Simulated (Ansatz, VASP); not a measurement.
# One calculation of TaN, two programs

```
Ta N
1.0
     2.94511    0.00000    0.00000
    -1.47256    2.55054    0.00000
     0.00000    0.00000    5.21471
Ta N
2 2
Direct
  0.33333 0.66667 0.98785
  0.66667 0.33333 0.48785
  0.33333 0.66667 0.39715
  0.66667 0.33333 0.89715
```

Alike in both runs: task single point; functional PBEsol; k mesh 15 × 15 × 8; occupations gaussian, width 0.1 eV; no spin polarisation.

|  | VASP | Ansatz |
| --- | --- | --- |
| version | VASP 6.6.1 | Ansatz 0.2.0 |
| potentials or method | VASP PAW PBE potentials, release 64 (Ta_pv, N), cutoff 520 eV | scalar-relativistic, plane waves, PAW |
| valence electrons in the cell | 32 | 36 |

Ansatz gave:

```
gap on the k mesh at the Fermi level (eV)                     : none
pressure (GPa)                                                : 162.8
traceless stress, the component that is largest in VASP (GPa) : -95.64
rms of the force components (eV/Å)                            : 4.148
```

Problem. What did VASP give for the same quantities?

Solution. gap on the k mesh at the Fermi level (eV): none; pressure (GPa): 167.0; traceless stress, the component that is largest in VASP (GPa): -98.14; rms of the force components (eV/Å): 4.265.

VASP's potentials were made for PBE, not for PBEsol. Atom by atom the forces differ by 0.116 eV/Å (rms over components). A gap of «none» marks a metal or a gap that the smearing closes. Both programs put the cell under a high pressure, so it lies far from rest at this level. With one functional, cell and mesh, what is left measures potentials, basis and numerics. VASP's potentials hold 32 valence electrons a cell and Ansatz's 36, so a difference there can come from the potentials and not from the codes.

Neither program's run includes spin-orbit coupling. Noted on VASP's run: the cell as given lies far from equilibrium.
